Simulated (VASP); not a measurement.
# Ti3H in VASP: notebook

Runs on Ti3H. Level: PBE. Tasks: single point.

All numbers are computed with VASP 6.6.1; they aren't measurements. Logs are shortened: lines on timing, memory, paths and dates and some standing lists are left out, and cuts for length are marked.

**1. The cell of the first run**

The cell holds a slab with vacuum, 4 atoms: a = 2.908 Å, b = 2.908 Å, c = 19.994 Å, α = 90.00°, β = 90.00°, γ = 120.00°.

**2. Single point, PBE**

Contents of INCAR:

```
PREC = Accurate
ENCUT = 520
EDIFF = 1E-6
ISMEAR = 0
SIGMA = 0.1
LREAL = F
LASPH = T
NELM = 100
ALGO = Normal
ISIF = 2
LWAVE = F
LCHARG = F
LDIPOL = T
IDIPOL = 3
DIPOL = 0.5 0.5 0.355
GGA = PE
NBANDS = 26
```

Contents of KPOINTS:

```
regular mesh
0
Gamma
  9 9 1
```

Contents of POSCAR:

```
Ti3H
1.0
    2.9075446931      0.0000000000      0.0000000000
   -1.4537723466      2.5180075669      0.0000000000
    0.0000000000      0.0000000000     19.9935258482
Ti H
3 1
Direct
    0.6666666667      0.3333333334      0.2000647625
    0.3333333333      0.6666666667      0.3124429306
    0.0000000000      0.0000000000      0.4248138079
    0.0000000000      0.5000000000      0.4845325497
```

Potentials or basis: VASP PAW PBE potentials, release 64 (Ti_sv, H).

Started as:

```console
cat potpaw_PBE.64/Ti_sv/POTCAR potpaw_PBE.64/H/POTCAR > POTCAR
mpirun -np 1 vasp_std > vasp.out
```

OUTCAR:

```text
PREC = Accurate
   ENCUT = 520
   EDIFF = 1E-6
   ISMEAR = 0
   LREAL = F
   LASPH = T
   NELM = 100
   ISIF = 2
   GGA = PE

 ion  position               nearest neighbor table
   1  0.667  0.333  0.200-   2 2.80   2 2.80   2 2.80
   2  0.333  0.667  0.312-   3 2.80   3 2.80   3 2.80   1 2.80   1 2.80   1 2.80
   3  0.000  0.000  0.425-   4 1.88   4 1.88   2 2.80   2 2.80   2 2.80
   4  0.000  0.500  0.485-   3 1.88   3 1.88

  LATTYP: Found a hexagonal cell.
 ALAT       =     2.9075446931
 C/A-ratio  =     6.8764294133

  Lattice vectors:

 A1 = (   2.9075446931,   0.0000000000,   0.0000000000)
 A2 = (  -1.4537723466,   2.5180075669,   0.0000000000)
 A3 = (   0.0000000000,   0.0000000000,  19.9935258482)

Analysis of symmetry for initial positions (statically):
=====================================================================
 Subroutine PRICEL returns:
 Original cell was already a primitive cell.

 Routine SETGRP: Setting up the symmetry group for a
 hexagonal supercell.

 Subroutine GETGRP returns: Found  2 space group operations
 (whereof  2 operations were pure point group operations)
 out of a pool of 24 trial point group operations.

The static configuration has the point symmetry C_1h.

Analysis of symmetry for dynamics (positions and initial velocities):
=====================================================================
 Subroutine PRICEL returns:
 Original cell was already a primitive cell.

 Routine SETGRP: Setting up the symmetry group for a
 hexagonal supercell.

 Subroutine GETGRP returns: Found  2 space group operations
 (whereof  2 operations were pure point group operations)
 out of a pool of 24 trial point group operations.

The dynamic configuration has the point symmetry C_1h.

 Subroutine INISYM returns: Found  2 space group operations
 (whereof  2 operations are pure point group operations),
 and found     1 'primitive' translations

----------------------------------------------------------------------------------------

                                     Primitive cell

  volume of cell :     146.3770

  direct lattice vectors                    reciprocal lattice vectors
     2.907544693  0.000000000  0.000000000     0.343932804  0.198569697  0.000000000
    -1.453772347  2.518007567  0.000000000     0.000000000  0.397139394  0.000000000
     0.000000000  0.000000000 19.993525848     0.000000000  0.000000000  0.050016191

  length of vectors
     2.907544693  2.907544693 19.993525848     0.397139394  0.397139394  0.050016191

  position of ions in fractional coordinates (direct lattice)
     0.666666667  0.333333333  0.200064762
     0.333333333  0.666666667  0.312442931
     0.000000000  0.000000000  0.424813808
     1.000000000  0.500000000  0.484532550

  ion indices of the primitive-cell ions
   primitive index   ion index
                 1           1
                 2           2
                 3           3
                 4           4

----------------------------------------------------------------------------------------

 KPOINTS: regular mesh

Automatic generation of k-mesh.
 Grid dimensions read from file:
 generate k-points for:    9    9    1

 Generating k-lattice:

  Cartesian coordinates                     Fractional coordinates (reciprocal lattice)
     0.038214756  0.022063300  0.000000000     0.111111111 -0.000000000  0.000000000
     0.000000000  0.044126599  0.000000000     0.000000000  0.111111111  0.000000000
     0.000000000  0.000000000  0.050016191     0.000000000  0.000000000  1.000000000

  Length of vectors
     0.044126599  0.044126599  0.050016191

  Shift w.r.t. Gamma in fractional coordinates (k-lattice)
     0.000000000  0.000000000  0.000000000

 Subroutine IBZKPT returns following result:
 ===========================================

 Found     25 irreducible k-points:

 Following reciprocal coordinates:
            Coordinates               Weight
  0.000000  0.000000  0.000000      1.000000
  0.111111  0.000000  0.000000      2.000000
  0.000000  0.111111  0.000000      4.000000
  0.222222 -0.000000  0.000000      2.000000
  0.000000  0.222222  0.000000      4.000000
  0.333333 -0.000000  0.000000      2.000000
[... 16 lines left out ...]
 -0.222222 -0.444444  0.000000      4.000000
  0.444444  0.333333  0.000000      4.000000
   k-points           NKPTS =     25   k-points in BZ     NKDIM =     25   number of bands    NBANDS=     26
   number of dos      NEDOS =    301   number of ions     NIONS =      4
   total plane-waves  NPLWV =  86400
   dimension x,y,z NGX =    24 NGY =   24 NGZ =  150
   dimension x,y,z NGXF=    48 NGYF=   48 NGZF=  300
   ions per type =               3   1
   NGX,Y,Z   is equivalent  to a cutoff of  13.72, 13.72, 12.47 a.u.
   NGXF,Y,Z  is equivalent  to a cutoff of  27.45, 27.45, 24.94 a.u.
 SYSTEM =  unknown system
   PREC   = accura    normal or accurate (medium, high low for compatibility)
   ISTART =      0    job   : 0-new  1-cont  2-samecut
   ICHARG =      2    charge: 1-file 2-atom 10-const
   ISPIN  =      1    spin polarized calculation?
   LNONCOLLINEAR =      F non collinear calculations
   LSORBIT =      F    spin-orbit coupling
   LASPH  =      T    aspherical Exc in radial PAW
   ENCUT  =  520.0 eV  38.22 Ry    6.18 a.u.   5.41  5.41 37.17*2*pi/ulx,y,z
   NELM   =    100;   NELMIN=  2; NELMDL= -5     # of ELM steps
   EDIFF  = 0.1E-05   stopping-criterion for ELM
   LREAL  =      F    real-space projection
   EDIFFG = 0.1E-04   stopping-criterion for IOM
   NSW    =      0    number of steps for IOM
   IBRION =     -1    ionic relax: 0-MD 1-quasi-New 2-CG
   NFREE  =      0    steps in history (QN), initial steepest desc. (CG)
   ISIF   =      2    stress and relaxation
   ISYM   =      2    0-nonsym 1-usesym 2-fastsym
   POTIM  = 0.5000    time-step for ionic-motion
   TEBEG  =    0.0;   TEEND  =   0.0 temperature during run
   PSTRESS=    0.0 pullay stress
   NELECT =      37.0000    total number of electrons
   NUPDOWN=      -1.0000    fix difference up-down
   EMIN   =  10.00;   EMAX   =-10.00  energy-range for DOS
   EFERMI =   0.00;   METHOD = LEGACY
   ISMEAR =     0;   SIGMA  =   0.10  broadening in eV -4-tet -1-fermi 0-gaus
   EFERMI_NEDOS =   21; number of points for ismear=-14 and -15
   IALGO  =     38    algorithm
   IMIX   =      4    mixing-type and parameters
     AMIX     =   0.40;   BMIX     =  1.00
     AMIX_MAG =   1.60;   BMIX_MAG =  1.00
  volume/ion in A,a.u.               =      36.59       246.95
  Fermi-wavevector in a.u.,A,eV,Ry     =   1.035105  1.956065 14.577862  1.071443
  Thomas-Fermi vector in A             =   2.169432
   LORBIT       =      0    0 simple, 1 ext, 2 COOP (PROOUT), +10 PAW based schemes
   GGA     = PE    functional components
   LHFCALC =     F    Hartree Fock is set to
   AEXX    =    0.0000 exact exchange contribution
   IVDW    =     0    specifies the selected vdW correction
   LEPSILON=     F    determine dielectric tensor
   LRPA    =     F    only Hartree local field effects (RPA)
 non-spin polarized calculation
 Gauss-broadening in eV      SIGMA  =   0.10
  energy-cutoff  :      520.00
  volume of cell :      146.38
 maximum number of plane-waves:      4011
 NGX is ok and might be reduce to    24
   NGX = 11   NGY = 11   NGZ = 75

 dipolmoment           0.000000      0.000000     -0.153002 electrons x Angstroem

 number of electron      36.9999994 magnetization

 dipolmoment           0.000000      0.000000      0.008549 electrons x Angstroem

 Free energy of the ion-electron system (eV)
  ---------------------------------------------------
  ext. energy  EPLUGINS =         0.00000000
  ---------------------------------------------------
  free energy    TOTEN  =       -25.82449949 eV

  energy without entropy =      -25.79890569  energy(sigma->0) =      -25.81170259

 E-fermi :   0.1781     XC(G=0):  -5.1371

 val. band max:        0.1645034763   @ k =   0.4444  -0.0000   0.0000
 cond. band min:       0.1803568215   @ k =   0.2222   0.1111   0.0000
 fundamental gap:      0.0158533452
 Fermi energy:         0.1781188137

 k-point     1 :       0.0000    0.0000    0.0000
  band No.  band energies     occupation
      1     -56.7052      2.00000
      2     -56.6582      2.00000
      3     -56.3366      2.00000
      4     -33.1643      2.00000
      5     -32.9691      2.00000
      6     -32.6730      2.00000
[... 18 lines left out ...]
     25       1.1289      0.00000
     26       2.4696      0.00000

 k-point     2 :       0.1111    0.0000    0.0000
  band No.  band energies     occupation
      1     -56.6951      2.00000
      2     -56.6483      2.00000
      3     -56.3284      2.00000
      4     -33.1445      2.00000
      5     -32.9664      2.00000
      6     -32.7368      2.00000
[... 18 lines left out ...]
     25       1.3659      0.00000
     26       2.2749      0.00000

 k-point     3 :       0.0000    0.1111    0.0000
  band No.  band energies     occupation
      1     -56.6949      2.00000
      2     -56.6483      2.00000
      3     -56.3284      2.00000
      4     -33.1439      2.00000
      5     -32.9657      2.00000
      6     -32.7103      2.00000
[... 18 lines left out ...]
     25       1.3282      0.00000
     26       2.2889      0.00000

 k-point     4 :       0.2222   -0.0000    0.0000
  band No.  band energies     occupation
      1     -56.6695      2.00000
      2     -56.6230      2.00000
      3     -56.3077      2.00000
      4     -33.0979      2.00000
      5     -32.9719      2.00000
      6     -32.8821      2.00000
[... 18 lines left out ...]
     25       1.9850      0.00000
     26       2.0117      0.00000
[... 496 lines left out ...]
      1     -56.6123      2.00000
      2     -56.5663      2.00000
      3     -56.2619      2.00000
      4     -33.1359      2.00000
      5     -33.0698      2.00000
      6     -33.0136      2.00000
[... 18 lines left out ...]
     25       2.6799      0.00000
     26       2.9835      0.00000

 k-point    23 :      -0.2222   -0.4444    0.0000
  band No.  band energies     occupation
      1     -56.6115      2.00000
      2     -56.5663      2.00000
      3     -56.2619      2.00000
      4     -33.1056      2.00000
      5     -33.0542      2.00000
      6     -33.0145      2.00000
[... 18 lines left out ...]
     25       2.7334      0.00000
     26       3.0651      0.00000

 k-point    24 :       0.4444    0.3333    0.0000
  band No.  band energies     occupation
      1     -56.6118      2.00000
      2     -56.5663      2.00000
      3     -56.2619      2.00000
      4     -33.1160      2.00000
      5     -33.0632      2.00000
      6     -33.0155      2.00000
[... 18 lines left out ...]
     25       2.7593      0.00000
     26       2.9925      0.00000

 [... further k-points ...]

------------------------ aborting loop because EDIFF is reached ----------------------------------------

 vacuum level on the upper side and lower side of the slab       (xc-potential included)        -0.113        -0.368

  FORCE on cell =-STRESS in cart. coord.  units (eV):
  Direction    XX          YY          ZZ          XY          YZ          ZX
  --------------------------------------------------------------------------------------
  -------------------------------------------------------------------------------------
  Total       -0.6053115      0.1720006      0.4845823     -0.6731720     -0.1238181     -0.2144587
  in kB       -6.6254700      1.8826414      5.3040221     -7.3682406     -1.3552577     -2.3473693
  external PRESSURE =       0.1870645 kB  Pullay stress =       0.0000000 kB

 VOLUME and BASIS-vectors are now :
 -----------------------------------------------------------------------------
  energy-cutoff  :      520.00
  volume of cell :      146.38
      direct lattice vectors                 reciprocal lattice vectors
     2.907544693  0.000000000  0.000000000     0.343932804  0.198569697  0.000000000
    -1.453772347  2.518007567  0.000000000     0.000000000  0.397139394  0.000000000
     0.000000000  0.000000000 19.993525848     0.000000000  0.000000000  0.050016191

 POSITION                                       TOTAL-FORCE (eV/Angst)
 -----------------------------------------------------------------------------------
      1.45377      0.83934      4.00000         0.035716      0.020621      0.028762
     -0.00000      1.67867      6.24684         0.047308      0.027314     -0.288659
      0.00000      0.00000      8.49353        -0.126823     -0.073221      0.263641
     -0.72689      1.25900      9.68751         0.043798      0.025287     -0.003745
 -----------------------------------------------------------------------------------
    total drift:                                0.000017      0.000009     -0.000271

  FREE ENERGIE OF THE ION-ELECTRON SYSTEM (eV)
  ---------------------------------------------------
  free  energy   TOTEN  =       -25.8244994870 eV

  energy  without entropy=      -25.7989056945  energy(sigma->0) =      -25.81170259

 vacuum level on the upper side and lower side of the slab         4.704         4.448
```

It took 90 s on 1 thread of Intel Xeon 6975P-C (Granite Rapids), shared host; peak memory 0.3 GiB.

Results:

| Item | Value |
| --- | --- |
| Free energy | -25.8245 eV |
| Largest force | 0.302 eV/Å |

Forces in eV/Å, atoms in the order of the input:
```
Ti   0.036  0.021  0.029
Ti   0.047  0.027 -0.289
Ti  -0.127 -0.073  0.264
H    0.044  0.025 -0.004
```

Levels at points of the mesh, in eV from the Fermi level:
```tsv
k point	band 14	band 15	band 16	band 17	band 18	band 19	band 20	band 21	band 22	band 23
(0.00, 0.00, 0.00)	-5.12	-3.37	-1.73	-0.09	0.54	0.69	0.71	0.88	0.90	0.91
```

**3. Single point, PBE**

Contents of INCAR:

```
ALGO     = Normal         # electronic algorithm
DIPOL    = 0.5 0.5 0.360
EDIFF    = 1E-7           # SCF threshold, eV
ENCUT    = 520            # plane-wave cutoff, eV
GGA      = PE             # functional
IDIPOL   = 3            
ISIF     = 2              # what is computed and relaxed
ISMEAR   = 0              # smearing method
LASPH    = True           # aspherical terms in the spheres
LCHARG   = False          # write CHGCAR
LDIPOL   = True         
LREAL    = False          # projectors in reciprocal space
LWAVE    = False          # write WAVECAR
NBANDS   = 26             # bands
NELM     = 80             # most SCF steps
PREC     = Accurate       # precision mode
SIGMA    = 0.1            # smearing width, eV
```

Contents of KPOINTS:

```
k-points
0
Gamma
  9 9 1
```

Contents of POSCAR:

```
Ti3H
1.0
    2.9075446931      0.0000000000      0.0000000000
   -1.4537723466      2.5180075669      0.0000000000
    0.0000000000      0.0000000000     19.9935258482
Ti H
3 1
Direct
    0.6666666666      0.3333333333      0.2000647625
    0.3333333334      0.6666666667      0.3124429306
    0.0000000000      0.0000000000      0.4248138079
    0.1666666667      0.3333333333      0.5011432191
```

Potentials or basis: VASP PAW PBE potentials, release 64 (Ti_sv, H).

Started as:

```console
cat potpaw_PBE.64/Ti_sv/POTCAR potpaw_PBE.64/H/POTCAR > POTCAR
mpirun -np 1 vasp_std > vasp.out
```

Wall time 1.8 min (1 thread of Intel Xeon 6975P-C (Granite Rapids), shared host); peak memory 0.31 GiB.

It converged, with:

```yaml
Free_energy: -25.1973 eV
Largest_force: 1.433 eV/Å
```

Forces in eV/Å, atoms in the order of the input:
```
Ti   0.000  0.027  0.089
Ti   0.000 -0.025 -0.454
Ti   0.000 -1.380  0.384
H    0.000  1.379 -0.019
```

Levels at points of the mesh, in eV from the Fermi level:
```
           k point  band 15  band 16  band 17  band 18  band 19  band 20  band 21  band 22
(0.00, 0.00, 0.00)    -3.34    -2.26    -0.10     0.67     0.68     0.69     0.86     0.88
```

**4. Single point, PBE**

Contents of INCAR:

```
SYSTEM = Ti3H
ALGO = Normal ; DIPOL = 0.5 0.5 0.360
EDIFF = 1E-7 ; ENCUT = 520
GGA = PE ; IDIPOL = 3
ISIF = 2 ; ISMEAR = 0
LASPH = .TRUE. ; LCHARG = .TRUE.
LDIPOL = .TRUE. ; LELF = .TRUE.
LREAL = .FALSE. ; LVACPOTAV = .TRUE.
LVHAR = .TRUE. ; LWAVE = .FALSE.
NBANDS = 26 ; NELM = 80
PREC = Accurate ; SIGMA = 0.1
```

Contents of KPOINTS:

```
k-points
0
G
  9 9 1
  0 0 0
```

Contents of POSCAR:

```
Ti3H
1.0
    2.9075446931      0.0000000000      0.0000000000
   -1.4537723466      2.5180075669      0.0000000000
    0.0000000000      0.0000000000     19.9935258482
Ti H
3 1
Direct
    0.6666666667      0.3333333334      0.2000647625
    0.3333333333      0.6666666667      0.3124429306
    0.0000000000      0.0000000000      0.4248138079
    0.3333333333      0.1666666666      0.5011052856
```

Started as:

```console
cat potpaw_PBE.64/Ti_sv/POTCAR potpaw_PBE.64/H/POTCAR > POTCAR
mpirun -np 1 vasp_std > vasp.out
```

Wall time 1.8 min (1 thread of Intel Xeon 6975P-C (Granite Rapids), shared host); peak memory 0.3 GiB.

It converged, with:

```yaml
Free_energy: -25.2098 eV
Largest_force: 1.419 eV/Å
```

Forces in eV/Å, atoms in the order of the input:
```
Ti   0.002  0.001  0.104
Ti   0.025  0.015 -0.412
Ti  -1.196 -0.690  0.326
H    1.169  0.675 -0.018
```

Levels at points of the mesh, in eV from the Fermi level:
```
           k point  band 16  band 17  band 18  band 19  band 20  band 21
(0.00, 0.00, 0.00)    -2.28    -0.10     0.66     0.68     0.68     0.85
```

**5. Single point, PBE**

Contents of INCAR:

```
SYSTEM = Ti3H
ALGO = Normal
DIPOL = 0.5 0.5 0.360
EDIFF = 1E-6
ENCUT = 520
GGA = PE
IDIPOL = 3
ISIF = 2
ISMEAR = 1
ISYM = 0
LASPH = .TRUE.
LCHARG = .FALSE.
LDIPOL = .TRUE.
LREAL = .FALSE.
LWAVE = .FALSE.
NBANDS = 26
NELM = 100
PREC = Accurate
SIGMA = 0.1
```

Contents of KPOINTS:

```
Automatic mesh
0
Gamma
  9 9 1
  0.5 0.5 0
```

POSCAR is that of step 4.

Started as:

```console
cat potpaw_PBE.64/Ti_sv/POTCAR potpaw_PBE.64/H/POTCAR > POTCAR
mpirun -np 1 vasp_std > vasp.out
```

It took 7.5 min on 1 thread of Intel Xeon 6975P-C (Granite Rapids), shared host; peak memory 0.55 GiB.

Results (log left out):

```yaml
Free_energy: -25.1912 eV
Largest_force: 1.420 eV/Å
```

Forces in eV/Å, atoms in the order of the input:
```
Ti   0.004  0.003  0.079
Ti   0.030  0.018 -0.410
Ti  -1.194 -0.689  0.343
H    1.159  0.669 -0.012
```

Levels at points of the mesh, in eV from the Fermi level:
```
           k point  band 17  band 18  band 19  band 20  band 21  band 22
(0.50, 0.50, 0.00)    -1.35    -0.66     0.44     0.80     0.99     1.44
(0.50, 0.00, 0.00)    -1.43    -0.38     0.50     0.63     0.84     1.37
(0.00, 0.50, 0.00)    -1.35    -0.66     0.44     0.80     0.99     1.44
```
